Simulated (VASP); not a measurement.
Li4TmGe: relaxation of cell and atoms with PBE

Li4TmGe:

```
Li Tm Ge
1.0
     3.50509   -3.56556    0.00000
     3.50509    3.56556    0.00000
     0.00000    0.00000    3.27636
Li Tm Ge
4 1 1
Direct
  0.69180 0.69180 0.00000
  0.79844 0.20156 0.50000
  0.20156 0.79844 0.50000
  0.30820 0.30820 0.00000
  0.50000 0.50000 0.50000
  0.00000 0.00000 0.00000
```

The cell was generated, and may not be a known phase.

```json
{
  "Program": "VASP 6.6.1",
  "Task": "relaxation of cell and atoms",
  "Functional": "PBE",
  "Potentials or basis": "VASP PAW PBE potentials, release 64 (Li_sv, Tm_3, Ge_d), 4f in core",
  "Cutoff": "750 eV",
  "k mesh": "3 × 3 × 5",
  "Occupations": "gaussian, width 0.2 eV",
  "Spin": "no spin polarisation",
  "Dipole correction": "no",
  "Further INCAR settings": "ALGO = Normal; EDIFF = 1e-07; IBRION = 2; EDIFFG = -0.08; NSW = 36; ISIF = 3"
}
```

```yaml
Relaxed_volume: 27.89 Å³/atom
Relaxed_cell: a = 6.223 Å, b = 6.223 Å, c = 4.362 Å, α = 90.00°, β = 90.00°, γ = 82.21°
Space_group_after_relaxing_to_0.1_Å: Cmmm (No. 65)
Energy_gained_by_relaxing: 1134.1 meV/atom
Ionic_steps: 13
Pressure_after_relaxing: -0.1 GPa
Largest_force_after_relaxing: 0.038 eV/Å
Band_gap_on_the_k_mesh: zero (an odd number of electrons rules out a gap without spin polarisation)
```

Forces on the atoms (eV/Å):
```
Li   0.038  0.000  0.000
Li   0.000  0.030  0.000
Li   0.000 -0.030  0.000
Li  -0.038  0.000  0.000
Tm   0.000  0.000  0.000
Ge   0.000  0.000  0.000
```

Stress tensor (GPa, compression positive):
```
 0.00  0.00  0.00
 0.00  0.05  0.00
 0.00  0.00 -0.22
```

The path:
| step | energy change (eV) | largest force (eV/Å) | pressure (GPa) | volume (Å³) |
| --- | --- | --- | --- | --- |
| 1 | 0.0000 | 2.3116 | 33.34 | 81.89 |
| 2 | -5.0548 | 1.4740 | 8.17 | 120.21 |
| 3 | -6.0301 | 1.2745 | 2.45 | 146.23 |
| 4 | -5.7480 | 0.8987 | -3.13 | 208.75 |
| 5 | -6.2317 | 1.1185 | -0.23 | 167.77 |
| 6 | -6.2306 | 1.1314 | -0.01 | 165.65 |
| 7 | -6.3908 | 0.8833 | -0.15 | 166.86 |
| 8 | -6.5991 | 0.6299 | -0.11 | 170.18 |
| 9 | -6.6847 | 0.4374 | -0.02 | 169.91 |
| 10 | -6.7595 | 0.2450 | 0.22 | 169.26 |
| 11 | -6.7900 | 0.1086 | -0.38 | 171.59 |
| 12 | -6.7907 | 0.0869 | -0.47 | 171.95 |
| 13 | -6.8044 | 0.0383 | -0.06 | 167.36 |

Final structure:
```xyz
6
Lattice="4.6888 -4.0913 0.0000 4.6888 4.0913 0.0000 0.0000 0.0000 4.3622" Properties=species:S:1:pos:R:3 pbc="T T T"
Li    6.9668    0.0000    0.0000
Li    4.6888   -2.9309    2.1811
Li    4.6888    2.9309    2.1811
Li    2.4107    0.0000    0.0000
Tm    4.6888    0.0000    2.1811
Ge    0.0000    0.0000    4.3622
```

Levels at points of the mesh, in eV from the Fermi level:
```csv
k point,band 15,band 16,band 17,band 18,band 19,band 20
"(0.00, 0.00, 0.00)",-1.17,-0.74,-0.42,-0.22,0.03,0.46
```

Run time: 5.5 min on 1 thread of AMD EPYC 9R45 96-Core Processor (Zen 5), on a shared host, peak memory 0.25 GiB.

Caveat: the k points lie up to 0.34 Å⁻¹ apart in the final cell, too coarse for converged energies and pressures of a metal; the volume moved by over 15 % at a fixed basis, so the end points are rough; spin-orbit coupling is left out, which moves the levels of the heavy elements; the 4f electrons are frozen in the core, so they carry no moment and show no levels; the relaxation stopped at a loose force limit of 0.08 eV/Å, so its end isn't a converged minimum. Spin polarisation is off, so any magnetic state and its effect on volume and gap are missing.
